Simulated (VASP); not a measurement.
# BaZrO3 (Pm-3m) in VASP: single point with LDA

Aim: the single point of BaZrO3 with LDA.

All numbers are computed with VASP 6.6.1; they aren't measurements. Logs are shortened: lines on timing, memory, paths and dates and some standing lists are left out, and cuts for length are marked.

**1. The cell of the first run**

It takes space group Pm-3m (No. 221, cubic). Conventional cell: a = 4.118 Å, b = 4.118 Å, c = 4.118 Å, α = 90.00°, β = 90.00°, γ = 90.00°. Ba (site symmetry m-3m) has 12 O at 2.91 Å and 8 Zr at 3.57 Å within 3.8 Å. Within 2.7 Å of Zr (site symmetry m-3m) lie 6 O at 2.06 Å. O (site symmetry 4/mmm) has 2 Zr at 2.06 Å within 2.7 Å.

**2. Single point, LDA**

Contents of INCAR:

```
SYSTEM = BaZrO3
ALGO = Normal ; EDIFF = 1E-6
ENCUT = 910 ; GGA_COMPAT = .False.
ISIF = 2 ; ISMEAR = 0
LASPH = .True. ; LCHARG = .True.
LELF = .True. ; LREAL = .False.
LVHAR = .True. ; LWAVE = .False.
NBANDS = 28 ; NELM = 120
PREC = Accurate ; SIGMA = 0.01
```

Contents of KPOINTS:

```
k-points
0
Gamma
  4 4 4
  0 0 0
```

Contents of POSCAR:

```
BaZrO3
1.0
    4.1176254978      0.0000000000      0.0000000000
    0.0000000000      4.1176254978      0.0000000000
    0.0000000000      0.0000000000      4.1176254978
Ba Zr O
1 1 3
Direct
    0.0000000000      0.0000000000      0.0000000000
    0.5000000000      0.5000000000      0.5000000000
    0.0000000000      0.5000000000      0.5000000000
    0.5000000000      0.0000000000      0.5000000000
    0.5000000000      0.5000000000      0.0000000000
```

Potentials or basis: VASP PAW LDA potentials, release 64 (Ba_sv, Zr_sv, O_h).

On the command line:

```
$ cat potpaw_LDA.64/Ba_sv/POTCAR potpaw_LDA.64/Zr_sv/POTCAR potpaw_LDA.64/O_h/POTCAR > POTCAR
$ mpirun -np 1 vasp_std > vasp.out
```

OUTCAR:

```text
SYSTEM = BaZrO3
   EDIFF = 1E-6
   ENCUT = 910
   ISIF = 2
   ISMEAR = 0
   LASPH = .True.
   LREAL = .False.
   NELM = 120
   PREC = Accurate

 ion  position               nearest neighbor table
   1  0.000  0.000  0.000-   3 2.91   4 2.91   5 2.91   3 2.91   4 2.91   3 2.91   5 2.91   3 2.91
                             4 2.91   5 2.91   4 2.91   5 2.91   2 3.57   2 3.57   2 3.57   2 3.57
   2  0.500  0.500  0.500-   3 2.06   4 2.06   5 2.06   5 2.06   4 2.06   3 2.06   1 3.57   1 3.57
                             1 3.57   1 3.57   1 3.57   1 3.57   1 3.57   1 3.57
   3  0.000  0.500  0.500-   2 2.06   2 2.06   1 2.91   1 2.91   1 2.91   1 2.91
   4  0.500  0.000  0.500-   2 2.06   2 2.06   1 2.91   1 2.91   1 2.91   1 2.91
   5  0.500  0.500  0.000-   2 2.06   2 2.06   1 2.91   1 2.91   1 2.91   1 2.91

  LATTYP: Found a simple cubic cell.
 ALAT       =     4.1176254978

  Lattice vectors:

 A1 = (   4.1176254978,   0.0000000000,   0.0000000000)
 A2 = (   0.0000000000,   4.1176254978,   0.0000000000)
 A3 = (   0.0000000000,   0.0000000000,   4.1176254978)

Analysis of symmetry for initial positions (statically):
=====================================================================
 Subroutine PRICEL returns:
 Original cell was already a primitive cell.

 Routine SETGRP: Setting up the symmetry group for a
 simple cubic supercell.

 Subroutine GETGRP returns: Found 48 space group operations
 (whereof 48 operations were pure point group operations)
 out of a pool of 48 trial point group operations.

The static configuration has the point symmetry O_h .

Analysis of symmetry for dynamics (positions and initial velocities):
=====================================================================
 Subroutine PRICEL returns:
 Original cell was already a primitive cell.

 Routine SETGRP: Setting up the symmetry group for a
 simple cubic supercell.

 Subroutine GETGRP returns: Found 48 space group operations
 (whereof 48 operations were pure point group operations)
 out of a pool of 48 trial point group operations.

The dynamic configuration has the point symmetry O_h .

 Subroutine INISYM returns: Found 48 space group operations
 (whereof 48 operations are pure point group operations),
 and found     1 'primitive' translations

----------------------------------------------------------------------------------------

                                     Primitive cell

  volume of cell :      69.8137

  direct lattice vectors                    reciprocal lattice vectors
     4.117625498  0.000000000  0.000000000     0.242858415  0.000000000  0.000000000
     0.000000000  4.117625498  0.000000000     0.000000000  0.242858415  0.000000000
     0.000000000  0.000000000  4.117625498     0.000000000  0.000000000  0.242858415

  length of vectors
     4.117625498  4.117625498  4.117625498     0.242858415  0.242858415  0.242858415

  position of ions in fractional coordinates (direct lattice)
     0.000000000  0.000000000  0.000000000
     0.500000000  0.500000000  0.500000000
     0.000000000  0.500000000  0.500000000
     0.500000000  0.000000000  0.500000000
     0.500000000  0.500000000  0.000000000

  ion indices of the primitive-cell ions
   primitive index   ion index
                 1           1
                 2           2
                 3           3
                 4           4
                 5           5

----------------------------------------------------------------------------------------

 KPOINTS: k-points

Automatic generation of k-mesh.
 Grid dimensions read from file:
 generate k-points for:    4    4    4

 Generating k-lattice:

  Cartesian coordinates                     Fractional coordinates (reciprocal lattice)
     0.060714604  0.000000000  0.000000000     0.250000000  0.000000000  0.000000000
     0.000000000  0.060714604  0.000000000     0.000000000  0.250000000  0.000000000
     0.000000000  0.000000000  0.060714604     0.000000000  0.000000000  0.250000000

  Length of vectors
     0.060714604  0.060714604  0.060714604

  Shift w.r.t. Gamma in fractional coordinates (k-lattice)
     0.000000000  0.000000000  0.000000000

 Subroutine IBZKPT returns following result:
 ===========================================

 Found     10 irreducible k-points:

 Following reciprocal coordinates:
            Coordinates               Weight
  0.000000  0.000000  0.000000      1.000000
  0.250000  0.000000  0.000000      6.000000
  0.500000  0.000000  0.000000      3.000000
  0.250000  0.250000  0.000000     12.000000
  0.500000  0.250000  0.000000     12.000000
  0.500000  0.500000  0.000000      3.000000
  0.250000  0.250000  0.250000      8.000000
  0.500000  0.250000  0.250000     12.000000
  0.500000  0.500000  0.250000      6.000000
  0.500000  0.500000  0.500000      1.000000
   k-points           NKPTS =     10   k-points in BZ     NKDIM =     10   number of bands    NBANDS=     28
   number of dos      NEDOS =    301   number of ions     NIONS =      5
   total plane-waves  NPLWV =  74088
   dimension x,y,z NGX =    42 NGY =   42 NGZ =   42
   dimension x,y,z NGXF=    84 NGYF=   84 NGZF=   84
   ions per type =               1   1   3
   NGX,Y,Z   is equivalent  to a cutoff of  16.96, 16.96, 16.96 a.u.
   NGXF,Y,Z  is equivalent  to a cutoff of  33.91, 33.91, 33.91 a.u.
 SYSTEM =  BaZrO3
   PREC   = accura    normal or accurate (medium, high low for compatibility)
   ISTART =      0    job   : 0-new  1-cont  2-samecut
   ICHARG =      2    charge: 1-file 2-atom 10-const
   ISPIN  =      1    spin polarized calculation?
   LNONCOLLINEAR =      F non collinear calculations
   LSORBIT =      F    spin-orbit coupling
   LASPH  =      T    aspherical Exc in radial PAW
   ENCUT  =  910.0 eV  66.88 Ry    8.18 a.u.  10.13 10.13 10.13*2*pi/ulx,y,z
   NELM   =    120;   NELMIN=  2; NELMDL= -5     # of ELM steps
   EDIFF  = 0.1E-05   stopping-criterion for ELM
   LREAL  =      F    real-space projection
   EDIFFG = 0.1E-04   stopping-criterion for IOM
   NSW    =      0    number of steps for IOM
   IBRION =     -1    ionic relax: 0-MD 1-quasi-New 2-CG
   NFREE  =      0    steps in history (QN), initial steepest desc. (CG)
   ISIF   =      2    stress and relaxation
   ISYM   =      2    0-nonsym 1-usesym 2-fastsym
   POTIM  = 0.5000    time-step for ionic-motion
   TEBEG  =    0.0;   TEEND  =   0.0 temperature during run
   PSTRESS=    0.0 pullay stress
   NELECT =      40.0000    total number of electrons
   NUPDOWN=      -1.0000    fix difference up-down
   EMIN   =  10.00;   EMAX   =-10.00  energy-range for DOS
   EFERMI =   0.00;   METHOD = LEGACY
   ISMEAR =     0;   SIGMA  =   0.01  broadening in eV -4-tet -1-fermi 0-gaus
   EFERMI_NEDOS =   21; number of points for ismear=-14 and -15
   IALGO  =     38    algorithm
   IMIX   =      4    mixing-type and parameters
     AMIX     =   0.40;   BMIX     =  1.00
     AMIX_MAG =   1.60;   BMIX_MAG =  1.00
  volume/ion in A,a.u.               =      13.96        94.23
  Fermi-wavevector in a.u.,A,eV,Ry     =   1.359715  2.569489 25.154801  1.848826
  Thomas-Fermi vector in A             =   2.486439
   LORBIT       =      0    0 simple, 1 ext, 2 COOP (PROOUT), +10 PAW based schemes
   GGA     = CA    functional components
   LHFCALC =     F    Hartree Fock is set to
   AEXX    =    0.0000 exact exchange contribution
   IVDW    =     0    specifies the selected vdW correction
   LEPSILON=     F    determine dielectric tensor
   LRPA    =     F    only Hartree local field effects (RPA)
 non-spin polarized calculation
 Gauss-broadening in eV      SIGMA  =   0.01
  energy-cutoff  :      910.00
  volume of cell :       69.81
 maximum number of plane-waves:      4388
 NGX is ok and might be reduce to    42
   NGX = 21   NGY = 21   NGZ = 21

 number of electron      40.0000005 magnetization

 Free energy of the ion-electron system (eV)
  ---------------------------------------------------
  ext. energy  EPLUGINS =         0.00000000
  ---------------------------------------------------
  free energy    TOTEN  =       -45.71605892 eV

  energy without entropy =      -45.71605892  energy(sigma->0) =      -45.71605892

 E-fermi :   4.3131     XC(G=0): -11.5062

 val. band max:        4.2009610634   @ k =   0.5000   0.5000   0.5000
 cond. band min:       7.3733219009   @ k =   0.0000   0.0000   0.0000
 fundamental gap:      3.1723608376
 Fermi energy:         4.3131232539

 k-point     1 :       0.0000    0.0000    0.0000
  band No.  band energies     occupation
      1     -42.1422      2.00000
      2     -20.7827      2.00000
      3     -20.5600      2.00000
      4     -20.5600      2.00000
      5     -20.5600      2.00000
      6     -11.9397      2.00000
[... 20 lines left out ...]
     27      12.2727      0.00000
     28      12.2727      0.00000

 k-point     2 :       0.2500    0.0000    0.0000
  band No.  band energies     occupation
      1     -42.1398      2.00000
      2     -20.9447      2.00000
      3     -20.5551      2.00000
      4     -20.5551      2.00000
      5     -20.5165      2.00000
      6     -12.0463      2.00000
[... 20 lines left out ...]
     27      12.2778      0.00000
     28      12.3441      0.00000

 k-point     3 :       0.5000    0.0000    0.0000
  band No.  band energies     occupation
      1     -42.1375      2.00000
      2     -21.0922      2.00000
      3     -20.5502      2.00000
      4     -20.5502      2.00000
      5     -20.4767      2.00000
      6     -12.2099      2.00000
[... 20 lines left out ...]
     27      12.2724      0.00000
     28      13.0441      0.00000

 k-point     4 :       0.2500    0.2500    0.0000
  band No.  band energies     occupation
      1     -42.1375      2.00000
      2     -20.9280      2.00000
      3     -20.7203      2.00000
      4     -20.5504      2.00000
      5     -20.4973      2.00000
      6     -11.9241      2.00000
[... 144 lines left out ...]
     27      12.1251      0.00000
     28      13.3156      0.00000

 k-point     9 :       0.5000    0.5000    0.2500
  band No.  band energies     occupation
      1     -42.1307      2.00000
      2     -20.8637      2.00000
      3     -20.8637      2.00000
      4     -20.7045      2.00000
      5     -20.6312      2.00000
      6     -11.1965      2.00000
[... 20 lines left out ...]
     27      12.6263      0.00000
     28      14.0141      0.00000

 k-point    10 :       0.5000    0.5000    0.5000
  band No.  band energies     occupation
      1     -42.1284      2.00000
      2     -20.8566      2.00000
      3     -20.8566      2.00000
      4     -20.8566      2.00000
      5     -20.6068      2.00000
      6     -10.5097      2.00000
[... 20 lines left out ...]
     27      13.7323      0.00000
     28      13.7323      0.00000

------------------------ aborting loop because EDIFF is reached ----------------------------------------

  FORCE on cell =-STRESS in cart. coord.  units (eV):
  Direction    XX          YY          ZZ          XY          YZ          ZX
  --------------------------------------------------------------------------------------
  -------------------------------------------------------------------------------------
  Total        2.3470138      2.3470138      2.3470138     -0.0000000      0.0000000     -0.0000000
  in kB       53.8623989     53.8623989     53.8623989     -0.0000000      0.0000000     -0.0000000
  external PRESSURE =      53.8623989 kB  Pullay stress =       0.0000000 kB

 VOLUME and BASIS-vectors are now :
 -----------------------------------------------------------------------------
  energy-cutoff  :      910.00
  volume of cell :       69.81
      direct lattice vectors                 reciprocal lattice vectors
     4.117625498  0.000000000  0.000000000     0.242858415  0.000000000  0.000000000
     0.000000000  4.117625498  0.000000000     0.000000000  0.242858415  0.000000000
     0.000000000  0.000000000  4.117625498     0.000000000  0.000000000  0.242858415

 POSITION                                       TOTAL-FORCE (eV/Angst)
 -----------------------------------------------------------------------------------
      0.00000      0.00000      0.00000         0.000000      0.000000      0.000000
      2.05881      2.05881      2.05881         0.000000      0.000000      0.000000
      0.00000      2.05881      2.05881         0.000000      0.000000      0.000000
      2.05881      0.00000      2.05881         0.000000      0.000000      0.000000
      2.05881      2.05881      0.00000         0.000000      0.000000      0.000000
 -----------------------------------------------------------------------------------
    total drift:                                0.000000     -0.000000     -0.000000

  FREE ENERGIE OF THE ION-ELECTRON SYSTEM (eV)
  ---------------------------------------------------
  free  energy   TOTEN  =       -45.7160589156 eV

  energy  without entropy=      -45.7160589156  energy(sigma->0) =      -45.71605892
```

Wall time 40 s (1 thread of Intel Xeon Platinum 8259CL at 2.50GHz (Skylake/Cascade Lake), shared host); peak memory 0.24 GiB.

What came out:

```
Free energy            : -45.7161 eV
Pressure               : 5.4 GPa
Band gap on the k mesh : 3.17 eV (least direct gap 3.32 eV)
```

Caveat: the cutoff is under 1.25 times the usual one of these potentials, so pressure, stress and relaxed cells hold a basis-set (Pulay) error; the cell stands under pressure; spin-orbit coupling is left out, which moves the levels of the heavy elements. A k mesh can miss the band edges.
